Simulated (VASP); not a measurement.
CuO:

```xyz
4
Lattice="2.3056 -1.7296 0.0728 2.3158 1.7435 0.0481 -0.7081 -0.0390 5.1291" Properties=species:S:1:pos:R:3 pbc="T T T"
Cu    1.1008    0.8093    0.3341
Cu    1.1067   -0.5643    2.4735
O     1.8111   -0.4788    1.4095
O     1.8512    0.1962    3.6580
```

Base run:

| Item | Value |
| --- | --- |
| Program | VASP 6.6.1 |
| Functional | PBE |
| Potentials or basis | VASP PAW PBE potentials, release 64 (Cu, O) |
| Cutoff | 520 eV |
| k mesh | 10 × 10 × 5 |
| Occupations | fermi-dirac, width 0.05 eV |
| Spin | no spin polarisation |
| Hubbard terms | Cu d U = 3.0 eV |

Its results: band gap on the k mesh zero (band 17 reaches 5.86 eV, above the bottom of band 18 at 5.38 eV); pressure 86.5 GPa; largest force 37.665 eV/Å.

**Question.** After a change of settings the same cell gave: band gap on the k mesh zero (band 17 reaches 5.74 eV, above the bottom of band 18 at 5.28 eV); pressure 84.0 GPa; largest force 36.952 eV/Å. Which change was it?
A. hubbard terms from Cu d U = 3.0 eV to Cu d U = 2.0 eV
B. hubbard terms from Cu d U = 3.0 eV to Cu d U = 4.0 eV
C. hubbard terms from Cu d U = 3.0 eV to Cu d U = 5.0 eV; further incar settings from ALGO = Normal; EDIFF = 1e-06; NBANDS = 25 to ALGO = Normal; EDIFF = 1e-07; NBANDS = 25
D. k mesh from 10 × 10 × 5 to 6 × 6 × 3; hubbard terms from Cu d U = 3.0 eV to none

**Answer.** B.

Caveats: U without spin polarisation on a metal has little footing; forces of over 1 eV/Å act on the atoms, so gaps and moduli don't describe the material at rest.
